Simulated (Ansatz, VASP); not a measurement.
**Two plane-wave programs on ZnS**

File INCAR:

```
ALGO     = Normal         # electronic algorithm
EDIFF    = 1E-7           # SCF threshold, eV
ENCUT    = 520            # plane-wave cutoff, eV
GGA      = PE             # functional
ISIF     = 2              # what is computed and relaxed
ISMEAR   = 0              # smearing method
LASPH    = True           # aspherical terms in the spheres
LCHARG   = False          # write CHGCAR
LREAL    = False          # projectors in reciprocal space
LWAVE    = False          # write WAVECAR
NBANDS   = 46             # bands
NELM     = 80             # most SCF steps
PREC     = Accurate       # precision mode
SIGMA    = 0.05           # smearing width, eV
```

File KPOINTS:

```
k-points
0
Gamma
  12 12 2
```

Contents of POSCAR:

```
ZnS
1.0
    3.8851906793      0.0000000000      0.0000000000
   -1.9425953396      3.3313602246      0.0000000000
    0.0000000000      0.0000000000     12.5902250307
Zn S
4 4
Direct
    0.0000000000      0.0000000000      0.0000503469
    0.0000000000      0.0000000000      0.5000503469
    0.3333333333      0.6666666667      0.2500245139
    0.6666666667      0.3333333333      0.7500245139
    0.0000000000      0.0000000000      0.1872896977
    0.0000000000      0.0000000000      0.6872896977
    0.3333333333      0.6666666667      0.4376354415
    0.6666666667      0.3333333333      0.9376354415
```

Input for Ansatz:

```yaml
crystal:
  lattice:
    - [3.8851906793, 0.0, 0.0]
    - [-1.9425953396, 3.3313602246, 0.0]
    - [0.0, 0.0, 12.5902250307]
  atoms:
    - { symbol: Zn, position: [0.0, 0.0, 5.03469e-05] }
    - { symbol: Zn, position: [0.0, 0.0, 0.5000503469] }
    - { symbol: Zn, position: [0.3333333333, 0.6666666667, 0.2500245139] }
    - { symbol: Zn, position: [0.6666666667, 0.3333333333, 0.7500245139] }
    - { symbol: S, position: [0.0, 0.0, 0.1872896977] }
    - { symbol: S, position: [0.0, 0.0, 0.6872896977] }
    - { symbol: S, position: [0.3333333333, 0.6666666667, 0.4376354415] }
    - { symbol: S, position: [0.6666666667, 0.3333333333, 0.9376354415] }
basis:
  ecutwfc: 420
kpoints:
  mp_grid: { grid: [12, 12, 2] }
hamiltonian:
  xc: pbe
scf:
  occupations: { method: gaussian, width: 0.05 }
output:
  forces: true
  stress: true
  eigenvalues: true
  write_density: true
  write_potential: true
  elf: true
  volumetric_format: npy
```

Change from the starting cell: strain +0.0100 x Voigt [1, 0, 0, 0, 0, 0], atoms carried along.

Alike in both runs: task single point; functional PBE; k mesh 12 × 12 × 2; occupations gaussian, width 0.05 eV; no spin polarisation.

|  | VASP | Ansatz |
| --- | --- | --- |
| version | VASP 6.6.1 | Ansatz 0.2.0 |
| potentials or method | VASP PAW PBE potentials, release 64 (Zn, S), cutoff 520 eV | scalar-relativistic, plane waves, PAW |
| valence electrons in the cell | 72 | 72 |

|  | VASP | Ansatz | Ansatz less VASP |
| --- | --- | --- | --- |
| gap on the k mesh at the Fermi level (eV) | 2.00 | 2.00 | -0.003 |
| least direct gap on the mesh (eV) | 2.00 | 2.00 | -0.003 |
| pressure (GPa) | -0.5 | -0.7 | -0.14 |
| traceless stress, the component that is largest in VASP (GPa) | -0.69 | -0.68 | +0.008 |
| rms of the force components (eV/Å) | 0.028 | 0.028 | -0.0004 |

Atom by atom the forces differ by 0.000 eV/Å (rms over components).
